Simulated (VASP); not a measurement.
# HfO2 (R-3m) in VASP: notebook

The runs below take HfO2 through electric field gradients, with PBE.

Program: VASP 6.6.1. These are calculated values, not measurements. Logs are shortened: lines on timing, memory, paths and dates and some standing lists are left out, and cuts for length are marked.

## Step 1: The cell of the first run

Symmetry: R-3m, No. 166, trigonal system. The conventional cell has a = 3.653 Å, b = 3.653 Å, c = 8.682 Å, α = 90.00°, β = 90.00°, γ = 120.00°. Hf (site symmetry -3m) has 8 O at 2.17 to 2.23 Å within 2.9 Å. O (site symmetry 3m) has 4 Hf at 2.17 to 2.23 Å and 6 O at 2.56 Å within 2.9 Å.

## Step 2: Electric field gradients, PBE (equal xy, yz and zx shear strains of -2 %)

Input file INCAR:

```
SYSTEM = HfO2
ALGO = Normal ; EDIFF = 1E-8
ENCUT = 520 ; GGA = PE
ISIF = 2 ; ISMEAR = -1
LASPH = .True. ; LCHARG = .False.
LEFG = .True. ; LREAL = .False.
LWAVE = .False. ; NBANDS = 18
NELM = 100 ; PREC = Accurate
SIGMA = 0.01
```

Input file KPOINTS:

```
k-points
0
Gamma
  9 9 9
  0 0 0
```

Input file POSCAR:

```
HfO2
1.0
   -0.0511500000      2.5319250000      2.5319250000
    2.5319250000     -0.0511500000      2.5319250000
    2.5319250000      2.5319250000     -0.0511500000
Hf O
1 2
Direct
    0.0000000000      0.0000000000      0.0000000000
    0.2500000000      0.2500000000      0.2500000000
    0.7500000000      0.7500000000      0.7500000000
```

Potentials or basis: VASP PAW PBE potentials, release 64 (Hf_pv, O).

Launch:

```
$ cat potpaw_PBE.64/Hf_pv/POTCAR potpaw_PBE.64/O/POTCAR > POTCAR
$ mpirun -np 1 vasp_std > vasp.out
```

OUTCAR:

```text
SYSTEM = HfO2
   EDIFF = 1E-8
   ENCUT = 520
   GGA = PE
   ISIF = 2
   ISMEAR = -1
   LASPH = .True.
   LREAL = .False.
   NELM = 100
   PREC = Accurate

 ion  position               nearest neighbor table
   1  0.000  0.000  0.000-   2 2.17   3 2.17   3 2.23   3 2.23   2 2.23   2 2.23   3 2.23   2 2.23

   2  0.250  0.250  0.250-   1 2.17   1 2.23   1 2.23   1 2.23
   3  0.750  0.750  0.750-   1 2.17   1 2.23   1 2.23   1 2.23

  LATTYP: Found a trigonal (rhomboedric) cell.
 ALAT       =     3.5810479938
 COS(alpha) =     0.4797000918

  Lattice vectors:

 A1 = (  -0.0511500000,   2.5319250000,   2.5319250000)
 A2 = (   2.5319250000,  -0.0511500000,   2.5319250000)
 A3 = (   2.5319250000,   2.5319250000,  -0.0511500000)

Analysis of symmetry for initial positions (statically):
=====================================================================
 Subroutine PRICEL returns:
 Original cell was already a primitive cell.

 Routine SETGRP: Setting up the symmetry group for a
 trigonal (rhombohedral) supercell.

 Subroutine GETGRP returns: Found 12 space group operations
 (whereof 12 operations were pure point group operations)
 out of a pool of 12 trial point group operations.

The static configuration has the point symmetry D_3d.

Analysis of symmetry for dynamics (positions and initial velocities):
=====================================================================
 Subroutine PRICEL returns:
 Original cell was already a primitive cell.

 Routine SETGRP: Setting up the symmetry group for a
 trigonal (rhombohedral) supercell.

 Subroutine GETGRP returns: Found 12 space group operations
 (whereof 12 operations were pure point group operations)
 out of a pool of 12 trial point group operations.

The dynamic configuration has the point symmetry D_3d.

 Subroutine INISYM returns: Found 12 space group operations
 (whereof 12 operations are pure point group operations),
 and found     1 'primitive' translations

----------------------------------------------------------------------------------------

                                     Primitive cell

  volume of cell :      33.4461

  direct lattice vectors                    reciprocal lattice vectors
    -0.051150000  2.531925000  2.531925000    -0.191592563  0.195542925  0.195542925
     2.531925000 -0.051150000  2.531925000     0.195542925 -0.191592563  0.195542925
     2.531925000  2.531925000 -0.051150000     0.195542925  0.195542925 -0.191592563

  length of vectors
     3.581047994  3.581047994  3.581047994     0.336425001  0.336425001  0.336425001

  position of ions in fractional coordinates (direct lattice)
     0.000000000  0.000000000  0.000000000
     0.250000000  0.250000000  0.250000000
     0.750000000  0.750000000  0.750000000

  ion indices of the primitive-cell ions
   primitive index   ion index
                 1           1
                 2           2
                 3           3

----------------------------------------------------------------------------------------

 KPOINTS: k-points

Automatic generation of k-mesh.
 Grid dimensions read from file:
 generate k-points for:    9    9    9

 Generating k-lattice:

  Cartesian coordinates                     Fractional coordinates (reciprocal lattice)
    -0.021288063  0.021726992  0.021726992     0.111111111  0.000000000  0.000000000
     0.021726992 -0.021288063  0.021726992     0.000000000  0.111111111  0.000000000
     0.021726992  0.021726992 -0.021288063     0.000000000  0.000000000  0.111111111

  Length of vectors
     0.037380556  0.037380556  0.037380556

  Shift w.r.t. Gamma in fractional coordinates (k-lattice)
     0.000000000  0.000000000  0.000000000

 Subroutine IBZKPT returns following result:
 ===========================================

 Found     85 irreducible k-points:

 Following reciprocal coordinates:
            Coordinates               Weight
  0.000000  0.000000  0.000000      1.000000
  0.111111  0.000000  0.000000      6.000000
  0.222222  0.000000 -0.000000      6.000000
  0.333333 -0.000000 -0.000000      6.000000
  0.444444  0.000000 -0.000000      6.000000
  0.111111  0.111111  0.000000      6.000000
[... 16 lines left out ...]
 -0.333333  0.333333  0.000000      6.000000
  0.444444  0.444444 -0.000000      6.000000
 [... further k-points ...]
   k-points           NKPTS =     85   k-points in BZ     NKDIM =     85   number of bands    NBANDS=     18
   number of dos      NEDOS =    301   number of ions     NIONS =      3
   total plane-waves  NPLWV =  21952
   dimension x,y,z NGX =    28 NGY =   28 NGZ =   28
   dimension x,y,z NGXF=    56 NGYF=   56 NGZF=   56
   ions per type =               1   2
   NGX,Y,Z   is equivalent  to a cutoff of  13.00, 13.00, 13.00 a.u.
   NGXF,Y,Z  is equivalent  to a cutoff of  26.00, 26.00, 26.00 a.u.
 SYSTEM =  HfO2
   PREC   = accura    normal or accurate (medium, high low for compatibility)
   ISTART =      0    job   : 0-new  1-cont  2-samecut
   ICHARG =      2    charge: 1-file 2-atom 10-const
   ISPIN  =      1    spin polarized calculation?
   LNONCOLLINEAR =      F non collinear calculations
   LSORBIT =      F    spin-orbit coupling
   LASPH  =      T    aspherical Exc in radial PAW
   ENCUT  =  520.0 eV  38.22 Ry    6.18 a.u.   6.66  6.66  6.66*2*pi/ulx,y,z
   NELM   =    100;   NELMIN=  2; NELMDL= -5     # of ELM steps
   EDIFF  = 0.1E-07   stopping-criterion for ELM
   LREAL  =      F    real-space projection
   EDIFFG = 0.1E-06   stopping-criterion for IOM
   NSW    =      0    number of steps for IOM
   IBRION =     -1    ionic relax: 0-MD 1-quasi-New 2-CG
   NFREE  =      0    steps in history (QN), initial steepest desc. (CG)
   ISIF   =      2    stress and relaxation
   ISYM   =      2    0-nonsym 1-usesym 2-fastsym
   POTIM  = 0.5000    time-step for ionic-motion
   TEBEG  =    0.0;   TEEND  =   0.0 temperature during run
   PSTRESS=    0.0 pullay stress
   NELECT =      22.0000    total number of electrons
   NUPDOWN=      -1.0000    fix difference up-down
   EMIN   =  10.00;   EMAX   =-10.00  energy-range for DOS
   EFERMI =   0.00;   METHOD = LEGACY
   ISMEAR =    -1;   SIGMA  =   0.01  broadening in eV -4-tet -1-fermi 0-gaus
   EFERMI_NEDOS =   21; number of points for ismear=-14 and -15
   IALGO  =     38    algorithm
   IMIX   =      4    mixing-type and parameters
     AMIX     =   0.40;   BMIX     =  1.00
     AMIX_MAG =   1.60;   BMIX_MAG =  1.00
  volume/ion in A,a.u.               =      11.15        75.24
  Fermi-wavevector in a.u.,A,eV,Ry     =   1.423750  2.690498 27.579890  2.027065
  Thomas-Fermi vector in A             =   2.544315
   LORBIT       =      0    0 simple, 1 ext, 2 COOP (PROOUT), +10 PAW based schemes
   GGA     = PE    functional components
   LHFCALC =     F    Hartree Fock is set to
   AEXX    =    0.0000 exact exchange contribution
   IVDW    =     0    specifies the selected vdW correction
   LEPSILON=     F    determine dielectric tensor
   LRPA    =     F    only Hartree local field effects (RPA)
 non-spin polarized calculation
  energy-cutoff  :      520.00
  volume of cell :       33.45
 maximum number of plane-waves:       914
   NGX = 13   NGY = 13   NGZ = 13

 number of electron      21.9999993 magnetization

 Free energy of the ion-electron system (eV)
  ---------------------------------------------------
  ext. energy  EPLUGINS =         0.00000000
  ---------------------------------------------------
  free energy    TOTEN  =       -30.22329006 eV

  energy without entropy =      -30.22329006  energy(sigma->0) =      -30.22329006

 E-fermi :   4.2680     XC(G=0): -11.6984

 val. band max:        4.0040529638   @ k =  -0.4444  -0.4444   0.1111
 cond. band min:       7.8465919314   @ k =   0.4444   0.4444  -0.0000
 fundamental gap:      3.8425389676
 Fermi energy:         4.2680354849

 k-point     1 :       0.0000    0.0000    0.0000
  band No.  band energies     occupation
      1     -25.7568      2.00000
      2     -25.7568      2.00000
      3     -25.7401      2.00000
      4     -14.5168      2.00000
      5     -11.6122      2.00000
      6      -1.1481      2.00000
[... 10 lines left out ...]
     17      14.3920      0.00000
     18      17.3986      0.00000
[... 463 lines left out ...]
 k-point    24 :       0.4444    0.4444   -0.0000
  band No.  band energies     occupation
      1     -26.1463      2.00000
      2     -25.8662      2.00000
      3     -25.8472      2.00000
      4     -12.8016      2.00000
      5     -12.5618      2.00000
      6      -2.1115      2.00000
[... 10 lines left out ...]
     17      15.8367      0.00000
     18      17.3694      0.00000

 [... further k-points ...]
[... 5 lines left out ...]
  --------------------------------------------------------------------------------------
  -------------------------------------------------------------------------------------
  Total       -1.1807071     -1.1807071     -1.1807071      0.3655650      0.3655650      0.3655650
  in kB      -56.5596888    -56.5596888    -56.5596888     17.5117464     17.5117464     17.5117464
  external PRESSURE =     -56.5596888 kB  Pullay stress =       0.0000000 kB

 VOLUME and BASIS-vectors are now :
 -----------------------------------------------------------------------------
  energy-cutoff  :      520.00
  volume of cell :       33.45
      direct lattice vectors                 reciprocal lattice vectors
    -0.051150000  2.531925000  2.531925000    -0.191592563  0.195542925  0.195542925
     2.531925000 -0.051150000  2.531925000     0.195542925 -0.191592563  0.195542925
     2.531925000  2.531925000 -0.051150000     0.195542925  0.195542925 -0.191592563

 POSITION                                       TOTAL-FORCE (eV/Angst)
 -----------------------------------------------------------------------------------
      0.00000      0.00000      0.00000        -0.000000      0.000000     -0.000000
      1.25318      1.25318      1.25318         0.129774      0.129774      0.129774
      3.75953      3.75953      3.75953        -0.129774     -0.129774     -0.129774
 -----------------------------------------------------------------------------------
    total drift:                                0.000000      0.000000      0.000000

  FREE ENERGIE OF THE ION-ELECTRON SYSTEM (eV)
  ---------------------------------------------------
  free  energy   TOTEN  =       -30.2232900577 eV

  energy  without entropy=      -30.2232900577  energy(sigma->0) =      -30.22329006

 Electric field gradients (V/A^2)
---------------------------------------------------------------------
 ion       V_xx      V_yy      V_zz      V_xy      V_xz      V_yz
---------------------------------------------------------------------
   1      -0.000     0.000     0.000   -37.490   -37.490   -37.490
   2       0.000     0.000     0.000    -1.621    -1.621    -1.621
   3       0.000     0.000     0.000    -1.621    -1.621    -1.621
---------------------------------------------------------------------

 Electric field gradients after diagonalization (V/A^2)
 (convention: |V_zz| > |V_xx| > |V_yy|)
----------------------------------------------------------------------
 ion       V_xx      V_yy      V_zz     asymmetry (V_yy - V_xx)/ V_zz
----------------------------------------------------------------------
   1      37.490    37.490   -74.980       0.000
   2       1.621     1.621    -3.243       0.000
   3       1.621     1.621    -3.243       0.000
----------------------------------------------------------------------

           NMR quadrupolar parameters

 Cq : quadrupolar parameter    Cq=e*Q*V_zz/h
 eta: asymmetry parameters     (V_yy - V_xx)/ V_zz
 Q  : nuclear electric quadrupole moment in mb (millibarn)
----------------------------------------------------------------------
 ion       Cq(MHz)       eta       Q (mb)
----------------------------------------------------------------------
   1      -0.181       0.000       1.000
   2      -0.008       0.000       1.000
   3      -0.008       0.000       1.000
----------------------------------------------------------------------
```

It took 47 s on 1 thread of Intel Xeon Platinum 8375C at 2.90GHz (Ice Lake), shared host; peak memory 0.19 GiB.

What came out:

```yaml
Free_energy: -30.2233 eV
Pressure: -5.7 GPa
Largest_force: 0.225 eV/Å
Band_gap_on_the_k_mesh: 3.84 eV, indirect (least direct gap 3.95 eV)
```

Forces in eV/Å, atoms in the order of the input:
```
Hf   0.000  0.000  0.000
O    0.130  0.130  0.130
O   -0.130 -0.130 -0.130
```

Electric field gradients, principal values (V/Å²):
```tsv
atom	least	middle	greatest (by size)
1 Hf	37.490	37.490	-74.980
2 O	1.621	1.621	-3.243
3 O	1.621	1.621	-3.243
```

Caveat: the cell differs from its parent crystal (equal xy, yz and zx shear strains of -2 %); without QUAD_EFG the Cq values of the log hold for a quadrupole moment of 1 mb, not for the nuclei; spin-orbit coupling is left out, which moves the levels of the heavy elements.

## Step 3: Electric field gradients, PBE (equal xy, yz and zx shear strains of -2 %)

Input file INCAR:

```
PREC = Accurate ; ENCUT = 520
EDIFF = 1E-8 ; ISMEAR = -1
SIGMA = 0.01 ; LREAL = False
LASPH = True ; NELM = 100
ALGO = Normal ; ISIF = 2
LWAVE = False ; LCHARG = False
GGA = PE ; LEFG = True
NBANDS = 18
```

Input file KPOINTS:

```
regular mesh
0
Gamma
  9 9 9
```

POSCAR is that of step 2.

Potentials or basis: VASP PAW PBE potentials, release 64 (Hf_pv, O).

Launch:

```
$ cat potpaw_PBE.64/Hf_pv/POTCAR potpaw_PBE.64/O/POTCAR > POTCAR
$ mpirun -np 1 vasp_std > vasp.out
```

OUTCAR:

```text
PREC = Accurate
   ENCUT = 520
   EDIFF = 1E-8
   ISMEAR = -1
   LREAL = False
   LASPH = True
   NELM = 100
   ISIF = 2
   GGA = PE

 ion  position               nearest neighbor table
   1  0.000  0.000  0.000-   2 2.17   3 2.17   3 2.23   3 2.23   2 2.23   2 2.23   3 2.23   2 2.23

   2  0.250  0.250  0.250-   1 2.17   1 2.23   1 2.23   1 2.23
   3  0.750  0.750  0.750-   1 2.17   1 2.23   1 2.23   1 2.23

  LATTYP: Found a trigonal (rhomboedric) cell.
 ALAT       =     3.5810479938
 COS(alpha) =     0.4797000918

  Lattice vectors:

 A1 = (  -0.0511500000,   2.5319250000,   2.5319250000)
 A2 = (   2.5319250000,  -0.0511500000,   2.5319250000)
 A3 = (   2.5319250000,   2.5319250000,  -0.0511500000)

Analysis of symmetry for initial positions (statically):
=====================================================================
 Subroutine PRICEL returns:
 Original cell was already a primitive cell.

[... 700 lines left out ...]
     2.531925000  2.531925000 -0.051150000     0.195542925  0.195542925 -0.191592563

 POSITION                                       TOTAL-FORCE (eV/Angst)
 -----------------------------------------------------------------------------------
      0.00000      0.00000      0.00000        -0.000000      0.000000     -0.000000
      1.25318      1.25318      1.25318         0.129774      0.129774      0.129774
      3.75953      3.75953      3.75953        -0.129774     -0.129774     -0.129774
 -----------------------------------------------------------------------------------
    total drift:                                0.000000      0.000000      0.000000

  FREE ENERGIE OF THE ION-ELECTRON SYSTEM (eV)
  ---------------------------------------------------
  free  energy   TOTEN  =       -30.2232900577 eV

  energy  without entropy=      -30.2232900577  energy(sigma->0) =      -30.22329006

 Electric field gradients (V/A^2)
---------------------------------------------------------------------
 ion       V_xx      V_yy      V_zz      V_xy      V_xz      V_yz
---------------------------------------------------------------------
   1      -0.000     0.000     0.000   -37.490   -37.490   -37.490
   2       0.000     0.000     0.000    -1.621    -1.621    -1.621
   3       0.000     0.000     0.000    -1.621    -1.621    -1.621
---------------------------------------------------------------------

 Electric field gradients after diagonalization (V/A^2)
 (convention: |V_zz| > |V_xx| > |V_yy|)
----------------------------------------------------------------------
 ion       V_xx      V_yy      V_zz     asymmetry (V_yy - V_xx)/ V_zz
----------------------------------------------------------------------
   1      37.490    37.490   -74.980       0.000
   2       1.621     1.621    -3.243       0.000
   3       1.621     1.621    -3.243       0.000
----------------------------------------------------------------------

           NMR quadrupolar parameters

 Cq : quadrupolar parameter    Cq=e*Q*V_zz/h
 eta: asymmetry parameters     (V_yy - V_xx)/ V_zz
 Q  : nuclear electric quadrupole moment in mb (millibarn)
----------------------------------------------------------------------
 ion       Cq(MHz)       eta       Q (mb)
----------------------------------------------------------------------
   1      -0.181       0.000       1.000
   2      -0.008       0.000       1.000
   3      -0.008       0.000       1.000
----------------------------------------------------------------------
```

OSZICAR:

```text
N       E                     dE             d eps       ncg     rms          rms(c)
DAV:   1     0.901510560792E+02    0.90151E+02   -0.12609E+04  3068   0.120E+03
DAV:   2    -0.320798709881E+02   -0.12223E+03   -0.11882E+03  3956   0.287E+02
DAV:   3    -0.360279852544E+02   -0.39481E+01   -0.39343E+01  3534   0.455E+01
DAV:   4    -0.360506342443E+02   -0.22649E-01   -0.22644E-01  3744   0.386E+00
DAV:   5    -0.360507850061E+02   -0.15076E-03   -0.15076E-03  3432   0.290E-01    0.455E+01
DAV:   6    -0.303713796481E+02    0.56794E+01   -0.20646E+01  3130   0.321E+01    0.401E+01
DAV:   7    -0.302656162456E+02    0.10576E+00   -0.68884E-01  3448   0.680E+00    0.286E+01
DAV:   8    -0.302494529889E+02    0.16163E-01   -0.34270E-01  3312   0.528E+00    0.101E+01
DAV:   9    -0.302229197317E+02    0.26533E-01   -0.75922E-02  3210   0.235E+00    0.272E+00
DAV:  10    -0.302232388276E+02   -0.31910E-03   -0.34647E-03  3424   0.447E-01    0.158E-01
DAV:  11    -0.302232735832E+02   -0.34756E-04   -0.18984E-04  3666   0.115E-01    0.218E-01
DAV:  12    -0.302232889148E+02   -0.15332E-04   -0.40153E-05  3386   0.422E-02    0.882E-03
DAV:  13    -0.302232898644E+02   -0.94953E-06   -0.13985E-06  3636   0.873E-03    0.192E-03
DAV:  14    -0.302232900979E+02   -0.23355E-06   -0.23949E-07  3396   0.318E-03    0.299E-03
DAV:  15    -0.302232900655E+02    0.32458E-07   -0.88629E-09  3310   0.602E-04    0.251E-04
DAV:  16    -0.302232900577E+02    0.77814E-08   -0.81433E-10  2008   0.219E-04
   1 F= -.30223290E+02 E0= -.30223290E+02  d E =-.244793E-13
```

stdout:

```text
POSCAR found type information on POSCAR HfO
 POSCAR found :  2 types and       3 ions
 scaLAPACK will be used
 LDA part: xc-table for (Slater+PW92), standard interpolation
 POSCAR, INCAR and KPOINTS ok, starting setup
 FFT: planning ... GRIDC
 FFT: planning ... GRID_SOFT
 FFT: planning ... GRID
 WAVECAR not read
 entering main loop
ion   1

ion   2

ion   3
```

It took 47 s on 1 thread of Intel Xeon Platinum 8375C at 2.90GHz (Ice Lake), shared host; peak memory 0.19 GiB.

What came out:

```yaml
Free_energy: -30.2233 eV
Pressure: -5.7 GPa
Largest_force: 0.225 eV/Å
Band_gap_on_the_k_mesh: 3.84 eV, indirect (least direct gap 3.95 eV)
```

Forces in eV/Å, atoms in the order of the input:
```
Hf   0.000  0.000  0.000
O    0.130  0.130  0.130
O   -0.130 -0.130 -0.130
```

Electric field gradients, principal values (V/Å²):
```csv
atom,least,middle,greatest (by size)
1 Hf,37.490,37.490,-74.980
2 O,1.621,1.621,-3.243
3 O,1.621,1.621,-3.243
```

Caveat: the cell differs from its parent crystal (equal xy, yz and zx shear strains of -2 %); without QUAD_EFG the Cq values of the log hold for a quadrupole moment of 1 mb, not for the nuclei; spin-orbit coupling is left out, which moves the levels of the heavy elements. A k mesh can miss the band edges.

[end of part 1 of 2]
